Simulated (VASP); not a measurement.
# ZnO (P4_2/mnm) in VASP: single point with PBEsol

Aim: the single point of ZnO with PBEsol.

Program: VASP 6.6.1. These are calculated values, not measurements. Logs are shortened: lines on timing, memory, paths and dates and some standing lists are left out, and cuts for length are marked.

**1. The cell of the first run**

It takes space group P4_2/mnm (No. 136, tetragonal). The conventional cell has a = 5.516 Å, b = 5.516 Å, c = 3.240 Å, α = 90.00°, β = 90.00°, γ = 90.00°. Zn (site symmetry m2m) has 4 O at 1.94 to 2.01 Å within 2.6 Å. O (site symmetry m2m) has 4 Zn at 1.94 to 2.01 Å within 2.6 Å.

**2. Single point, PBEsol**

The input, INCAR:

```
SYSTEM = ZnO
ALGO = Normal
EDIFF = 1E-6
ENCUT = 520
GGA = PS
ISIF = 2
ISMEAR = 0
LASPH = .TRUE.
LCHARG = .FALSE.
LREAL = .FALSE.
LWAVE = .FALSE.
NBANDS = 46
NELM = 80
PREC = Accurate
SIGMA = 0.01
```

The input, KPOINTS:

```
k-points
0
G
  6 6 8
  0 0 0
```

The input, POSCAR:

```
ZnO
1.0
    5.5158576328      0.0000000000      0.0000000000
    0.0000000000      5.5158576328      0.0000000000
    0.0000000000      0.0000000000      3.2398989359
Zn O
4 4
Direct
    0.1819533415      0.1819533415      0.5000000000
    0.8180466585      0.8180466585      0.5000000000
    0.6819533415      0.3180466585      0.0000000000
    0.3180466585      0.6819533415      0.0000000000
    0.8180976984      0.1819023016      0.5000000000
    0.1819023016      0.8180976984      0.5000000000
    0.6819023016      0.6819023016      0.0000000000
    0.3180976984      0.3180976984      0.0000000000
```

Potentials or basis: VASP PAW PBE potentials, release 64 (Zn, O).

The run is started by

```sh
> cat potpaw_PBE.64/Zn/POTCAR potpaw_PBE.64/O/POTCAR > POTCAR
> mpirun -np 1 vasp_std > vasp.out
```

OUTCAR:

```text
SYSTEM = ZnO
   EDIFF = 1E-6
   ENCUT = 520
   GGA = PS
   ISIF = 2
   ISMEAR = 0
   LASPH = .TRUE.
   LREAL = .FALSE.
   NELM = 80
   PREC = Accurate

 ion  position               nearest neighbor table
   1  0.182  0.182  0.500-   8 1.94   8 1.94   5 2.01   6 2.01   2 2.84
   2  0.818  0.818  0.500-   7 1.94   7 1.94   5 2.01   6 2.01   1 2.84
   3  0.682  0.318  0.000-   5 1.94   5 1.94   8 2.01   7 2.01   4 2.84
   4  0.318  0.682  0.000-   6 1.94   6 1.94   8 2.01   7 2.01   3 2.84
   5  0.818  0.182  0.500-   3 1.94   3 1.94   1 2.01   2 2.01
   6  0.182  0.818  0.500-   4 1.94   4 1.94   1 2.01   2 2.01
   7  0.682  0.682  0.000-   2 1.94   2 1.94   4 2.01   3 2.01
   8  0.318  0.318  0.000-   1 1.94   1 1.94   4 2.01   3 2.01

  LATTYP: Found a simple tetragonal cell.
 ALAT       =     5.5158576328
 C/A-ratio  =     0.5873789992

  Lattice vectors:

 A1 = (   5.5158576328,   0.0000000000,   0.0000000000)
 A2 = (   0.0000000000,   5.5158576328,   0.0000000000)
 A3 = (   0.0000000000,   0.0000000000,   3.2398989359)

Analysis of symmetry for initial positions (statically):
=====================================================================
 Subroutine PRICEL returns:
 Original cell was already a primitive cell.

 Routine SETGRP: Setting up the symmetry group for a
 simple tetragonal supercell.

 Subroutine GETGRP returns: Found 16 space group operations
 (whereof  8 operations were pure point group operations)
 out of a pool of 16 trial point group operations.

The static configuration has the point symmetry D_2h.
 The point group associated with its full space group is D_4h.

Analysis of symmetry for dynamics (positions and initial velocities):
=====================================================================
 Subroutine PRICEL returns:
 Original cell was already a primitive cell.

 Routine SETGRP: Setting up the symmetry group for a
 simple tetragonal supercell.

 Subroutine GETGRP returns: Found 16 space group operations
 (whereof  8 operations were pure point group operations)
 out of a pool of 16 trial point group operations.

The dynamic configuration has the point symmetry D_2h.
 The point group associated with its full space group is D_4h.

 Subroutine INISYM returns: Found 16 space group operations
 (whereof  8 operations are pure point group operations),
 and found     1 'primitive' translations

----------------------------------------------------------------------------------------

                                     Primitive cell

  volume of cell :      98.5729

  direct lattice vectors                    reciprocal lattice vectors
     5.515857633  0.000000000  0.000000000     0.181295470  0.000000000  0.000000000
     0.000000000  5.515857633  0.000000000     0.000000000  0.181295470  0.000000000
     0.000000000  0.000000000  3.239898936     0.000000000  0.000000000  0.308651603

  length of vectors
     5.515857633  5.515857633  3.239898936     0.181295470  0.181295470  0.308651603

  position of ions in fractional coordinates (direct lattice)
     0.181953341  0.181953341  0.500000000
     0.818046659  0.818046659  0.500000000
     0.681953341  0.318046659  0.000000000
     0.318046659  0.681953341  0.000000000
     0.818097698  0.181902302  0.500000000
     0.181902302  0.818097698  0.500000000
     0.681902302  0.681902302  0.000000000
     0.318097698  0.318097698  0.000000000

  ion indices of the primitive-cell ions
   primitive index   ion index
                 1           1
                 2           2
                 3           3
                 4           4
                 5           5
                 6           6
                 7           7
                 8           8

----------------------------------------------------------------------------------------

 KPOINTS: k-points

Automatic generation of k-mesh.
 Grid dimensions read from file:
 generate k-points for:    6    6    8

 Generating k-lattice:

  Cartesian coordinates                     Fractional coordinates (reciprocal lattice)
     0.030215912  0.000000000  0.000000000     0.166666667  0.000000000  0.000000000
     0.000000000  0.030215912  0.000000000     0.000000000  0.166666667  0.000000000
     0.000000000  0.000000000  0.038581450     0.000000000  0.000000000  0.125000000

  Length of vectors
     0.030215912  0.030215912  0.038581450

  Shift w.r.t. Gamma in fractional coordinates (k-lattice)
     0.000000000  0.000000000  0.000000000

 Subroutine IBZKPT returns following result:
 ===========================================

 Found     50 irreducible k-points:

 Following reciprocal coordinates:
            Coordinates               Weight
  0.000000  0.000000  0.000000      1.000000
  0.166667  0.000000  0.000000      4.000000
  0.333333  0.000000  0.000000      4.000000
  0.500000  0.000000  0.000000      2.000000
  0.166667  0.166667  0.000000      4.000000
  0.333333  0.166667  0.000000      8.000000
[... 16 lines left out ...]
  0.333333  0.000000  0.250000      8.000000
  0.500000  0.000000  0.250000      4.000000
 [... further k-points ...]
   k-points           NKPTS =     50   k-points in BZ     NKDIM =     50   number of bands    NBANDS=     46
   number of dos      NEDOS =    301   number of ions     NIONS =      8
   total plane-waves  NPLWV =  42336
   dimension x,y,z NGX =    42 NGY =   42 NGZ =   24
   dimension x,y,z NGXF=    84 NGYF=   84 NGZF=   48
   ions per type =               4   4
   NGX,Y,Z   is equivalent  to a cutoff of  12.66, 12.66, 12.31 a.u.
   NGXF,Y,Z  is equivalent  to a cutoff of  25.32, 25.32, 24.63 a.u.
 SYSTEM =  ZnO
   PREC   = accura    normal or accurate (medium, high low for compatibility)
   ISTART =      0    job   : 0-new  1-cont  2-samecut
   ICHARG =      2    charge: 1-file 2-atom 10-const
   ISPIN  =      1    spin polarized calculation?
   LNONCOLLINEAR =      F non collinear calculations
   LSORBIT =      F    spin-orbit coupling
   LASPH  =      T    aspherical Exc in radial PAW
   ENCUT  =  520.0 eV  38.22 Ry    6.18 a.u.  10.26 10.26  6.02*2*pi/ulx,y,z
   NELM   =     80;   NELMIN=  2; NELMDL= -5     # of ELM steps
   EDIFF  = 0.1E-05   stopping-criterion for ELM
   LREAL  =      F    real-space projection
   EDIFFG = 0.1E-04   stopping-criterion for IOM
   NSW    =      0    number of steps for IOM
   IBRION =     -1    ionic relax: 0-MD 1-quasi-New 2-CG
   NFREE  =      0    steps in history (QN), initial steepest desc. (CG)
   ISIF   =      2    stress and relaxation
   ISYM   =      2    0-nonsym 1-usesym 2-fastsym
   POTIM  = 0.5000    time-step for ionic-motion
   TEBEG  =    0.0;   TEEND  =   0.0 temperature during run
   PSTRESS=    0.0 pullay stress
   NELECT =      72.0000    total number of electrons
   NUPDOWN=      -1.0000    fix difference up-down
   EMIN   =  10.00;   EMAX   =-10.00  energy-range for DOS
   EFERMI =   0.00;   METHOD = LEGACY
   ISMEAR =     0;   SIGMA  =   0.01  broadening in eV -4-tet -1-fermi 0-gaus
   EFERMI_NEDOS =   21; number of points for ismear=-14 and -15
   IALGO  =     38    algorithm
   IMIX   =      4    mixing-type and parameters
     AMIX     =   0.40;   BMIX     =  1.00
     AMIX_MAG =   1.60;   BMIX_MAG =  1.00
  volume/ion in A,a.u.               =      12.32        83.15
  Fermi-wavevector in a.u.,A,eV,Ry     =   1.474347  2.786112 29.574985  2.173700
  Thomas-Fermi vector in A             =   2.589130
   LORBIT       =      0    0 simple, 1 ext, 2 COOP (PROOUT), +10 PAW based schemes
   GGA     = PS    functional components
   LHFCALC =     F    Hartree Fock is set to
   AEXX    =    0.0000 exact exchange contribution
   IVDW    =     0    specifies the selected vdW correction
   LEPSILON=     F    determine dielectric tensor
   LRPA    =     F    only Hartree local field effects (RPA)
 non-spin polarized calculation
 Gauss-broadening in eV      SIGMA  =   0.01
  energy-cutoff  :      520.00
  volume of cell :       98.57
 maximum number of plane-waves:      2684
 NGX is ok and might be reduce to    42
   NGX = 21   NGY = 21   NGZ = 13

 number of electron      72.0000006 magnetization

 Free energy of the ion-electron system (eV)
  ---------------------------------------------------
  ext. energy  EPLUGINS =         0.00000000
  ---------------------------------------------------
  free energy    TOTEN  =       -38.57065911 eV

  energy without entropy =      -38.57065911  energy(sigma->0) =      -38.57065911

 E-fermi :   0.9634     XC(G=0): -10.9266

 val. band max:        0.9193190918   @ k =   0.0000   0.0000   0.0000
 cond. band min:       1.6095837886   @ k =   0.0000   0.0000   0.0000
 fundamental gap:      0.6902646968
 Fermi energy:         0.9634034997

 k-point     1 :       0.0000    0.0000    0.0000
  band No.  band energies     occupation
      1     -17.2239      2.00000
      2     -16.4805      2.00000
      3     -16.4805      2.00000
      4     -16.3917      2.00000
      5      -5.5656      2.00000
      6      -5.2767      2.00000
[... 38 lines left out ...]
     45      11.1231      0.00000
     46      13.0925      0.00000

 k-point     2 :       0.1667    0.0000    0.0000
  band No.  band energies     occupation
      1     -17.1844      2.00000
      2     -16.5701      2.00000
      3     -16.4654      2.00000
      4     -16.3590      2.00000
      5      -5.5571      2.00000
      6      -5.3039      2.00000
[... 38 lines left out ...]
     45      11.4930      0.00000
     46      13.0159      0.00000

 k-point     3 :       0.3333    0.0000    0.0000
  band No.  band energies     occupation
      1     -17.0735      2.00000
      2     -16.7325      2.00000
      3     -16.4264      2.00000
      4     -16.3514      2.00000
      5      -5.5230      2.00000
      6      -5.3739      2.00000
[... 1018 lines left out ...]
     45      10.3174      0.00000
     46      10.8426      0.00000

 k-point    24 :       0.5000    0.0000    0.2500
  band No.  band energies     occupation
      1     -16.7424      2.00000
      2     -16.7424      2.00000
      3     -16.3143      2.00000
      4     -16.3143      2.00000
      5      -5.3018      2.00000
      6      -5.3018      2.00000
[... 38 lines left out ...]
     45      10.4415      0.00000
     46      10.4415      0.00000

 [... further k-points ...]
[... 5 lines left out ...]
  --------------------------------------------------------------------------------------
  -------------------------------------------------------------------------------------
  Total        0.5305458      0.5305458      0.6635370     -0.0000000      0.0000000      0.0000000
  in kB        8.6233477      8.6233477     10.7849501     -0.0000000      0.0000000      0.0000000
  external PRESSURE =       9.3438818 kB  Pullay stress =       0.0000000 kB

 VOLUME and BASIS-vectors are now :
 -----------------------------------------------------------------------------
  energy-cutoff  :      520.00
  volume of cell :       98.57
      direct lattice vectors                 reciprocal lattice vectors
     5.515857633  0.000000000  0.000000000     0.181295470  0.000000000  0.000000000
     0.000000000  5.515857633  0.000000000     0.000000000  0.181295470  0.000000000
     0.000000000  0.000000000  3.239898936     0.000000000  0.000000000  0.308651603

 POSITION                                       TOTAL-FORCE (eV/Angst)
 -----------------------------------------------------------------------------------
      1.00363      1.00363      1.61995         0.002203      0.002203     -0.000000
      4.51223      4.51223      1.61995        -0.002203     -0.002203      0.000000
      3.76156      1.75430      0.00000         0.002203     -0.002203      0.000000
      1.75430      3.76156      0.00000        -0.002203      0.002203     -0.000000
      4.51251      1.00335      1.61995        -0.000688      0.000688     -0.000000
      1.00335      4.51251      1.61995         0.000688     -0.000688      0.000000
      3.76128      3.76128      0.00000         0.000688      0.000688     -0.000000
      1.75458      1.75458      0.00000        -0.000688     -0.000688      0.000000
 -----------------------------------------------------------------------------------
    total drift:                               -0.000000     -0.000000      0.000000

  FREE ENERGIE OF THE ION-ELECTRON SYSTEM (eV)
  ---------------------------------------------------
  free  energy   TOTEN  =       -38.5706591090 eV

  energy  without entropy=      -38.5706591090  energy(sigma->0) =      -38.57065911
```

Wall time 4.5 min (1 thread of Intel Xeon Platinum 8375C at 2.90GHz (Ice Lake), shared host); peak memory 0.3 GiB.

What came out:

* Free energy: -38.5707 eV
* Pressure: 0.9 GPa
* Largest force: 0.003 eV/Å
* Band gap on the k mesh: 0.69 eV

Forces in eV/Å, atoms in the order of the input:
```
Zn   0.002  0.002  0.000
Zn  -0.002 -0.002  0.000
Zn   0.002 -0.002  0.000
Zn  -0.002  0.002  0.000
O   -0.001  0.001  0.000
O    0.001 -0.001  0.000
O    0.001  0.001  0.000
O   -0.001 -0.001  0.000
```

Stress tensor (GPa, compression positive):
```
0.86 0.00 0.00
0.00 0.86 0.00
0.00 0.00 1.08
```

Caveat: the PAW data sets were made with another functional, which shifts forces and pressure a little.
